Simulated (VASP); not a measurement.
# Cd (P6_3/mmc) in VASP: notebook

The runs below take Cd through single point, with r2SCAN.

All numbers are computed with VASP 6.6.1; they aren't measurements. Logs are shortened: lines on timing, memory, paths and dates and some standing lists are left out, and cuts for length are marked.

### Step 1. The cell of the first run

Symmetry: P6_3/mmc, No. 194, hexagonal system. The conventional cell has a = 3.275 Å, b = 3.275 Å, c = 10.423 Å, α = 90.00°, β = 90.00°, γ = 120.00°. Cd (site symmetry -3m) has 12 Cd at 3.22 to 3.27 Å within 4.2 Å. Within 4.2 Å of Cd (site symmetry -6m2) lie 12 Cd at 3.22 to 3.27 Å.

### Step 2. Single point, r2SCAN (24.20 Å³/atom)

POSCAR reads:

```
Cd
1.0
    3.2747487987      0.0000000000      0.0000000000
   -1.6373743993      2.8360156507      0.0000000000
    0.0000000000      0.0000000000     10.4234439893
Cd
4
Direct
    1.0000000000      0.0000000000      0.0000000000
    1.0000000000      1.0000000000      0.5000000000
    0.3333333333      0.6666666667      0.2500000000
    0.6666666667      0.3333333333      0.7500000000
```

INCAR.step1 reads:

```
PREC = Accurate
ENCUT = 520
ISMEAR = -1
SIGMA = 0.1
LREAL = F
LASPH = T
NELM = 80
NBANDS = 32
GGA = PE
ALGO = Normal
EDIFF = 1E-4
LWAVE = T
LCHARG = F
```

INCAR.step2 reads:

```
PREC = Accurate
ENCUT = 520
EDIFF = 1E-6
ISMEAR = -1
SIGMA = 0.1
LREAL = F
LASPH = T
NELM = 80
ALGO = Normal
ISIF = 2
LWAVE = F
LCHARG = F
METAGGA = R2SCAN
LMIXTAU = T
NBANDS = 32
ISTART = 1
```

KPOINTS reads:

```
Automatic mesh
0
Gamma
  13 13 4
```

Potentials or basis: VASP PAW PBE potentials, release 64 (Cd).

Run with:

```
cat potpaw_PBE.64/Cd/POTCAR > POTCAR
cp INCAR.step1 INCAR
mpirun -np 1 vasp_std > vasp.out
cp INCAR.step2 INCAR
mpirun -np 1 vasp_std > vasp.out
```

OUTCAR:

```text
PREC = Accurate
   ENCUT = 520
   EDIFF = 1E-6
   ISMEAR = -1
   LREAL = F
   LASPH = T
   NELM = 80
   ISIF = 2
   METAGGA = R2SCAN
   ISTART = 1

 ion  position               nearest neighbor table
   1  0.000  0.000  0.000-   3 3.22   4 3.22   3 3.22   4 3.22   4 3.22   3 3.22
   2  0.000  0.000  0.500-   3 3.22   4 3.22   3 3.22   4 3.22   4 3.22   3 3.22
   3  0.333  0.667  0.250-   1 3.22   2 3.22   1 3.22   2 3.22   1 3.22   2 3.22
   4  0.667  0.333  0.750-   1 3.22   2 3.22   1 3.22   2 3.22   1 3.22   2 3.22

  LATTYP: Found a hexagonal cell.
 ALAT       =     3.2747487987
 C/A-ratio  =     3.1829751318

  Lattice vectors:

 A1 = (   3.2747487987,   0.0000000000,   0.0000000000)
 A2 = (  -1.6373743993,   2.8360156507,   0.0000000000)
 A3 = (   0.0000000000,   0.0000000000,  10.4234439893)

Analysis of symmetry for initial positions (statically):
=====================================================================
 Subroutine PRICEL returns:
 Original cell was already a primitive cell.

 Routine SETGRP: Setting up the symmetry group for a
 hexagonal supercell.

 Subroutine GETGRP returns: Found 24 space group operations
 (whereof 12 operations were pure point group operations)
 out of a pool of 24 trial point group operations.

The static configuration has the point symmetry D_3d.
 The point group associated with its full space group is D_6h.

Analysis of symmetry for dynamics (positions and initial velocities):
=====================================================================
 Subroutine PRICEL returns:
 Original cell was already a primitive cell.

 Routine SETGRP: Setting up the symmetry group for a
 hexagonal supercell.

 Subroutine GETGRP returns: Found 24 space group operations
 (whereof 12 operations were pure point group operations)
 out of a pool of 24 trial point group operations.

The dynamic configuration has the point symmetry D_3d.
 The point group associated with its full space group is D_6h.

 Subroutine INISYM returns: Found 24 space group operations
 (whereof 12 operations are pure point group operations),
 and found     1 'primitive' translations

----------------------------------------------------------------------------------------

                                     Primitive cell

  volume of cell :      96.8050

  direct lattice vectors                    reciprocal lattice vectors
     3.274748799  0.000000000  0.000000000     0.305366934  0.176303681  0.000000000
    -1.637374399  2.836015651  0.000000000     0.000000000  0.352607363  0.000000000
     0.000000000  0.000000000 10.423443989     0.000000000  0.000000000  0.095937581

  length of vectors
     3.274748799  3.274748799 10.423443989     0.352607363  0.352607363  0.095937581

  position of ions in fractional coordinates (direct lattice)
     0.000000000  0.000000000  0.000000000
     0.000000000  0.000000000  0.500000000
     0.333333333  0.666666667  0.250000000
     0.666666667  0.333333333  0.750000000

  ion indices of the primitive-cell ions
   primitive index   ion index
                 1           1
                 2           2
                 3           3
                 4           4

----------------------------------------------------------------------------------------

 KPOINTS: Automatic mesh

Automatic generation of k-mesh.
 Grid dimensions read from file:
 generate k-points for:   13   13    4

 Generating k-lattice:

  Cartesian coordinates                     Fractional coordinates (reciprocal lattice)
     0.023489764  0.013561822  0.000000000     0.076923077  0.000000000  0.000000000
     0.000000000  0.027123643  0.000000000     0.000000000  0.076923077  0.000000000
     0.000000000  0.000000000  0.023984395     0.000000000  0.000000000  0.250000000

  Length of vectors
     0.027123643  0.027123643  0.023984395

  Shift w.r.t. Gamma in fractional coordinates (k-lattice)
     0.000000000  0.000000000  0.000000000

 Subroutine IBZKPT returns following result:
 ===========================================

 Found     63 irreducible k-points:

 Following reciprocal coordinates:
            Coordinates               Weight
  0.000000  0.000000  0.000000      1.000000
  0.076923  0.000000  0.000000      6.000000
  0.153846  0.000000  0.000000      6.000000
  0.230769  0.000000  0.000000      6.000000
  0.307692  0.000000  0.000000      6.000000
  0.384615  0.000000  0.000000      6.000000
[... 16 lines left out ...]
  0.076923  0.000000  0.250000     12.000000
  0.153846  0.000000  0.250000     12.000000
 [... further k-points ...]
   k-points           NKPTS =     63   k-points in BZ     NKDIM =     63   number of bands    NBANDS=     32
   number of dos      NEDOS =    301   number of ions     NIONS =      4
   total plane-waves  NPLWV =  46080
   dimension x,y,z NGX =    24 NGY =   24 NGZ =   80
   dimension x,y,z NGXF=    48 NGYF=   48 NGZF=  160
   ions per type =               4
   NGX,Y,Z   is equivalent  to a cutoff of  12.18, 12.18, 12.76 a.u.
   NGXF,Y,Z  is equivalent  to a cutoff of  24.37, 24.37, 25.52 a.u.
 SYSTEM =  unknown system
   PREC   = accura    normal or accurate (medium, high low for compatibility)
   ISTART =      1    job   : 0-new  1-cont  2-samecut
   ICHARG =      0    charge: 1-file 2-atom 10-const
   ISPIN  =      1    spin polarized calculation?
   LNONCOLLINEAR =      F non collinear calculations
   LSORBIT =      F    spin-orbit coupling
   LASPH  =      T    aspherical Exc in radial PAW
   ENCUT  =  520.0 eV  38.22 Ry    6.18 a.u.   6.09  6.09 19.38*2*pi/ulx,y,z
   NELM   =     80;   NELMIN=  2; NELMDL=  0     # of ELM steps
   EDIFF  = 0.1E-05   stopping-criterion for ELM
   LREAL  =      F    real-space projection
   EDIFFG = 0.1E-04   stopping-criterion for IOM
   NSW    =      0    number of steps for IOM
   IBRION =     -1    ionic relax: 0-MD 1-quasi-New 2-CG
   NFREE  =      0    steps in history (QN), initial steepest desc. (CG)
   ISIF   =      2    stress and relaxation
   ISYM   =      2    0-nonsym 1-usesym 2-fastsym
   POTIM  = 0.5000    time-step for ionic-motion
   TEBEG  =    0.0;   TEEND  =   0.0 temperature during run
   PSTRESS=    0.0 pullay stress
   NELECT =      48.0000    total number of electrons
   NUPDOWN=      -1.0000    fix difference up-down
   EMIN   =  10.00;   EMAX   =-10.00  energy-range for DOS
   EFERMI =   0.00;   METHOD = LEGACY
   ISMEAR =    -1;   SIGMA  =   0.10  broadening in eV -4-tet -1-fermi 0-gaus
   EFERMI_NEDOS =   21; number of points for ismear=-14 and -15
   IALGO  =     38    algorithm
   IMIX   =      4    mixing-type and parameters
     AMIX     =   0.40;   BMIX     =  1.00
     AMIX_MAG =   1.60;   BMIX_MAG =  1.00
  volume/ion in A,a.u.               =      24.20       163.32
  Fermi-wavevector in a.u.,A,eV,Ry     =   1.295754  2.448620 22.843896  1.678979
  Thomas-Fermi vector in A             =   2.427254
   LORBIT       =      0    0 simple, 1 ext, 2 COOP (PROOUT), +10 PAW based schemes
   METAGGA = R2SCAN    functional components
   LHFCALC =     F    Hartree Fock is set to
   AEXX    =    0.0000 exact exchange contribution
   IVDW    =     0    specifies the selected vdW correction
   LEPSILON=     F    determine dielectric tensor
   LRPA    =     F    only Hartree local field effects (RPA)
 non-spin polarized calculation
  energy-cutoff  :      520.00
  volume of cell :       96.81
 maximum number of plane-waves:      2641
   NGX = 13   NGY = 13   NGZ = 39

 number of electron      48.0000032 magnetization

 Free energy of the ion-electron system (eV)
  ---------------------------------------------------
  ext. energy  EPLUGINS =         0.00000000
  ---------------------------------------------------
  free energy    TOTEN  =       -80.16131818 eV

  energy without entropy =      -80.10854614  energy(sigma->0) =      -80.13493216

 E-fermi :   2.2014     XC(G=0): -11.1594

 val. band max:        2.1954839533   @ k =   0.4615   0.0000   0.0000
 cond. band min:       2.2015894700   @ k =   0.3077   0.2308   0.0000
 fundamental gap:      0.0061055167
 Fermi energy:         2.2013969655

 k-point     1 :       0.0000    0.0000    0.0000
  band No.  band energies     occupation
      1      -7.6137      2.00000
      2      -7.3966      2.00000
      3      -7.3666      2.00000
      4      -7.2558      2.00000
      5      -7.2558      2.00000
      6      -7.2451      2.00000
[... 24 lines left out ...]
     31      14.8607      0.00000
     32      15.1283      0.00000

 k-point     2 :       0.0769    0.0000    0.0000
  band No.  band energies     occupation
      1      -7.5832      2.00000
      2      -7.3864      2.00000
      3      -7.3449      2.00000
      4      -7.2693      2.00000
      5      -7.2557      2.00000
      6      -7.2265      2.00000
[... 24 lines left out ...]
     31      13.6151      0.00000
     32      14.4858      0.00000

 k-point     3 :       0.1538    0.0000    0.0000
  band No.  band energies     occupation
      1      -7.5267      2.00000
      2      -7.3959      2.00000
      3      -7.3379      2.00000
      4      -7.2881      2.00000
      5      -7.2639      2.00000
      6      -7.2542      2.00000
[... 24 lines left out ...]
     31      11.7369      0.00000
     32      13.4643      0.00000

 k-point     4 :       0.2308    0.0000    0.0000
  band No.  band energies     occupation
      1      -7.5472      2.00000
      2      -7.4500      2.00000
      3      -7.3904      2.00000
      4      -7.3422      2.00000
      5      -7.3214      2.00000
      6      -7.2242      2.00000
[... 654 lines left out ...]
     31      14.5613      0.00000
     32      15.2777      0.00000

 k-point    23 :       0.0769    0.0000    0.2500
  band No.  band energies     occupation
      1      -7.5663      2.00000
      2      -7.4485      2.00000
      3      -7.2950      2.00000
      4      -7.2600      2.00000
      5      -7.2546      2.00000
      6      -7.2198      2.00000
[... 24 lines left out ...]
     31      13.8853      0.00000
     32      14.2477      0.00000

 k-point    24 :       0.1538    0.0000    0.2500
  band No.  band energies     occupation
      1      -7.5133      2.00000
      2      -7.4286      2.00000
      3      -7.3231      2.00000
      4      -7.2884      2.00000
      5      -7.2723      2.00000
      6      -7.2405      2.00000
[... 24 lines left out ...]
     31      11.9539      0.00000
     32      12.7339      0.00000

 [... further k-points ...]

------------------------ aborting loop because EDIFF is reached ----------------------------------------

  FORCE on cell =-STRESS in cart. coord.  units (eV):
  Direction    XX          YY          ZZ          XY          YZ          ZX
  --------------------------------------------------------------------------------------
  -------------------------------------------------------------------------------------
  Total       -2.3757970     -2.3757970     -2.4699020     -0.0000000     -0.0000000      0.0000000
  in kB      -39.3207734    -39.3207734    -40.8782648     -0.0000000     -0.0000000      0.0000000
  external PRESSURE =     -39.8399372 kB  Pullay stress =       0.0000000 kB

 VOLUME and BASIS-vectors are now :
 -----------------------------------------------------------------------------
  energy-cutoff  :      520.00
  volume of cell :       96.81
      direct lattice vectors                 reciprocal lattice vectors
     3.274748799  0.000000000  0.000000000     0.305366934  0.176303681  0.000000000
    -1.637374399  2.836015651  0.000000000     0.000000000  0.352607363  0.000000000
     0.000000000  0.000000000 10.423443989     0.000000000  0.000000000  0.095937581

 POSITION                                       TOTAL-FORCE (eV/Angst)
 -----------------------------------------------------------------------------------
      0.00000      0.00000      0.00000        -0.000000      0.000000      0.000000
      0.00000      0.00000      5.21172        -0.000000      0.000000      0.000000
     -0.00000      1.89068      2.60586        -0.000000      0.000000     -0.000000
      1.63737      0.94534      7.81758         0.000000      0.000000      0.000000
 -----------------------------------------------------------------------------------
    total drift:                               -0.000000      0.000000     -0.000000

  FREE ENERGIE OF THE ION-ELECTRON SYSTEM (eV)
  ---------------------------------------------------
  free  energy   TOTEN  =       -80.1613181771 eV

  energy  without entropy=      -80.1085461405  energy(sigma->0) =      -80.13493216
```

Run time: 10 min. Hardware: 1 thread of Intel Xeon 8259CL, shared host; peak memory 0.31 GiB.

Results:

```yaml
Free_energy: -80.1613 eV
Pressure: -4.0 GPa
Band_gap_on_the_k_mesh: zero (bands 24 and 25 overlap by 2.71 eV)
```

Stress tensor (GPa, compression positive):
```
-3.93  0.00  0.00
 0.00 -3.93  0.00
 0.00  0.00 -4.09
```

Caveat: the cell stands under tension; the PAW data sets were made with another functional, which shifts forces and pressure a little.

### Step 3. Single point, r2SCAN

This run uses another cell than the first one, of 21.61 Å³/atom.

POSCAR reads:

```
Cd
1.0
    3.1533485975      0.0000000000      0.0000000000
   -1.5766742987      2.7308799924      0.0000000000
    0.0000000000      0.0000000000     10.0370301678
Cd
4
Direct
    1.0000000000      0.0000000000      0.0000000000
    1.0000000000      1.0000000000      0.5000000000
    0.3333333333      0.6666666667      0.2500000000
    0.6666666667      0.3333333333      0.7500000000
```

INCAR.step1 reads:

```
  ALGO = Normal
  EDIFF = 1E-4
  ENCUT = 520
  GGA = PE
  ISMEAR = -1
  LASPH = True
  LCHARG = False
  LREAL = False
  LWAVE = True
  NBANDS = 32
  NELM = 60
  PREC = Accurate
  SIGMA = 0.1
```

INCAR.step2 reads:

```
  ALGO = Normal
  EDIFF = 1E-7
  ENCUT = 520
  ISIF = 2
  ISMEAR = -1
  ISTART = 1
  LASPH = True
  LCHARG = True
  LELF = True
  LMIXTAU = True
  LREAL = False
  LVHAR = True
  LWAVE = False
  METAGGA = R2SCAN
  NBANDS = 32
  NELM = 60
  PREC = Accurate
  SIGMA = 0.1
```

KPOINTS reads:

```
k-points
0
Gamma
  15 15 4
```

Potentials or basis: VASP PAW PBE potentials, release 64 (Cd).

Run with:

```
cat potpaw_PBE.64/Cd/POTCAR > POTCAR
cp INCAR.step1 INCAR
mpirun -np 1 vasp_std > vasp.out
cp INCAR.step2 INCAR
mpirun -np 1 vasp_std > vasp.out
```

OUTCAR:

```text
EDIFF = 1E-7
   ENCUT = 520
   ISIF = 2
   ISMEAR = -1
   ISTART = 1
   LASPH = True
   LREAL = False
   METAGGA = R2SCAN
   NELM = 60
   PREC = Accurate

 ion  position               nearest neighbor table
   1  0.000  0.000  0.000-   3 3.10   4 3.10   3 3.10   4 3.10   4 3.10   3 3.10
   2  0.000  0.000  0.500-   3 3.10   4 3.10   3 3.10   4 3.10   4 3.10   3 3.10
   3  0.333  0.667  0.250-   1 3.10   2 3.10   1 3.10   2 3.10   1 3.10   2 3.10
   4  0.667  0.333  0.750-   1 3.10   2 3.10   1 3.10   2 3.10   1 3.10   2 3.10

[... 1043 lines left out ...]
  --------------------------------------------------------------------------------------
  -------------------------------------------------------------------------------------
  Total        0.2085569      0.2085569      0.1052757      0.0000000     -0.0000000      0.0000000
  in kB        3.8659409      3.8659409      1.9514573      0.0000000     -0.0000000      0.0000000
  external PRESSURE =       3.2277797 kB  Pullay stress =       0.0000000 kB

 VOLUME and BASIS-vectors are now :
 -----------------------------------------------------------------------------
  energy-cutoff  :      520.00
  volume of cell :       86.43
      direct lattice vectors                 reciprocal lattice vectors
     3.153348597  0.000000000  0.000000000     0.317123201  0.183091165  0.000000000
    -1.576674299  2.730879992  0.000000000     0.000000000  0.366182331  0.000000000
     0.000000000  0.000000000 10.037030168     0.000000000  0.000000000  0.099631064

 POSITION                                       TOTAL-FORCE (eV/Angst)
 -----------------------------------------------------------------------------------
      0.00000      0.00000      0.00000         0.000000      0.000000      0.000000
      0.00000      0.00000      5.01852         0.000000      0.000000      0.000000
     -0.00000      1.82059      2.50926        -0.000000     -0.000000      0.000000
      1.57667      0.91029      7.52777         0.000000      0.000000     -0.000000
 -----------------------------------------------------------------------------------
    total drift:                               -0.000000      0.000000     -0.000000

  FREE ENERGIE OF THE ION-ELECTRON SYSTEM (eV)
  ---------------------------------------------------
  free  energy   TOTEN  =       -80.3101852386 eV

  energy  without entropy=      -80.2672616690  energy(sigma->0) =      -80.28872345
```

OUTCAR.step1:

```text
EDIFF = 1E-4
   ENCUT = 520
   GGA = PE
   ISMEAR = -1
   LASPH = True
   LREAL = False
[... 1070 lines left out ...]
      0.00000      0.00000      5.01852         0.000000      0.000000      0.000000
     -0.00000      1.82059      2.50926        -0.000000     -0.000000      0.000000
      1.57667      0.91029      7.52777         0.000000      0.000000     -0.000000
 -----------------------------------------------------------------------------------
    total drift:                               -0.000000      0.000000     -0.000000

  FREE ENERGIE OF THE ION-ELECTRON SYSTEM (eV)
  ---------------------------------------------------
  free  energy   TOTEN  =        -2.9150574201 eV

  energy  without entropy=       -2.8700627780  energy(sigma->0) =       -2.89256010
```

OSZICAR.step1:

```text
N       E                     dE             d eps       ncg     rms          rms(c)
DAV:   1     0.395728907269E+03    0.39573E+03   -0.25807E+04  5216   0.152E+03
DAV:   2     0.777979458165E+01   -0.38795E+03   -0.36990E+03  5384   0.407E+02
DAV:   3    -0.307643322662E+01   -0.10856E+02   -0.10787E+02  6032   0.789E+01
DAV:   4    -0.310625812830E+01   -0.29825E-01   -0.29817E-01  5400   0.371E+00
DAV:   5    -0.310633970955E+01   -0.81581E-04   -0.81581E-04  6072   0.184E-01    0.639E+00
DAV:   6    -0.292305252889E+01    0.18329E+00   -0.51897E-01  5568   0.678E+00    0.510E+00
DAV:   7    -0.291475515401E+01    0.82974E-02   -0.71905E-02  5736   0.200E+00    0.209E+00
DAV:   8    -0.291499315718E+01   -0.23800E-03   -0.86091E-03  5480   0.973E-01    0.154E-01
DAV:   9    -0.291505742007E+01   -0.64263E-04   -0.29666E-05  3592   0.481E-02
   1 F= -.29150574E+01 E0= -.28925601E+01  d E =-.449946E-01
```

Wall time 16 min (1 thread of Intel Xeon 8259CL, shared host); peak memory 0.32 GiB.

Results:

```yaml
Free_energy: -80.3102 eV
Pressure: 0.3 GPa
Band_gap_on_the_k_mesh: zero (bands 24 and 25 overlap by 2.46 eV)
```

Levels at points of the mesh, in eV from the Fermi level:
```
           k point  band 21  band 22  band 23  band 24  band 25  band 26  band 27  band 28
(0.00, 0.00, 0.00)    -8.89    -7.46    -7.45    -2.46    -1.09     6.99     6.99    12.74
(0.00, 0.00, 0.50)    -8.90    -8.90    -5.10    -5.10     2.32     2.32    12.12    12.12
```

Caveat: the PAW data sets were made with another functional, which shifts forces and pressure a little.

[end of part 1 of 2]

The gap in the log of VASP goes by the Fermi energy; the results here count the filled bands.